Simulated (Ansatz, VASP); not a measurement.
**One calculation of CuAu3, two programs**

Contents of POSCAR:

```
CuAu3
1.0
    4.2516260965      0.0000000000      0.0000000000
    0.0000000000      4.2516260965      0.0000000000
    0.0000000000      0.0000000000      4.2516260965
Cu Au
1 3
Direct
    0.0000000000      0.0000000000      0.0000000000
    0.0000000000      0.5000000000      0.5000000000
    0.5000000000      0.0000000000      0.5000000000
    0.5000000000      0.5000000000      0.0000000000
```

Contents of INCAR.step1:

```
  ALGO = Normal
  EDIFF = 1E-4
  ENCUT = 520
  GGA = PE
  ISMEAR = 0
  LASPH = True
  LCHARG = False
  LREAL = False
  LWAVE = True
  NBANDS = 30
  NELM = 60
  PREC = Accurate
  SIGMA = 0.1
```

The input INCAR.step2:

```
  ALGO = Normal
  EDIFF = 1E-6
  ENCUT = 520
  ISIF = 2
  ISMEAR = 0
  ISTART = 1
  LASPH = True
  LCHARG = False
  LMIXTAU = True
  LREAL = False
  LWAVE = False
  METAGGA = R2SCAN
  NBANDS = 30
  NELM = 60
  PREC = Accurate
  SIGMA = 0.1
```

The input KPOINTS:

```
k-points
0
Gamma
  14 14 14
```

Input for Ansatz:

```yaml
crystal:
  lattice:
    - [4.2516260965, 0.0, 0.0]
    - [0.0, 4.2516260965, 0.0]
    - [0.0, 0.0, 4.2516260965]
  atoms:
    - { symbol: Cu, position: [0.0, 0.0, 0.0] }
    - { symbol: Au, position: [0.0, 0.5, 0.5] }
    - { symbol: Au, position: [0.5, 0.0, 0.5] }
    - { symbol: Au, position: [0.5, 0.5, 0.0] }
basis:
  ecutwfc: 500
kpoints:
  mp_grid: { grid: [14, 14, 14] }
hamiltonian:
  xc: r2scan
scf:
  occupations: { method: gaussian, width: 0.1 }
output:
  forces: true
  stress: true
  eigenvalues: true
```

Change from the starting cell: equal strain along all axes, cell held, atoms relaxed: +6.0 %.

Alike in both runs: task single point; functional r2SCAN; k mesh 14 × 14 × 14; occupations gaussian, width 0.1 eV; no spin polarisation.

|  | VASP | Ansatz |
| --- | --- | --- |
| version | VASP 6.6.1 | Ansatz 0.2.0 |
| potentials or method | VASP PAW PBE potentials, release 64 (Cu, Au), cutoff 520 eV | scalar-relativistic, plane waves, PAW |
| valence electrons in the cell | 44 | 76 |

|  | VASP | Ansatz | Ansatz less VASP |
| --- | --- | --- | --- |
| gap on the k mesh at the Fermi level (eV) | none | none | - |
| pressure (GPa) | -16.2 | -16.3 | -0.13 |

VASP's potentials were made for PBE, not for r2SCAN. A gap of «none» marks a metal or a gap that the smearing closes. VASP's potentials hold 44 valence electrons a cell and Ansatz's 76, so a difference there can come from the potentials and not from the codes.

Spin-orbit coupling is off throughout.
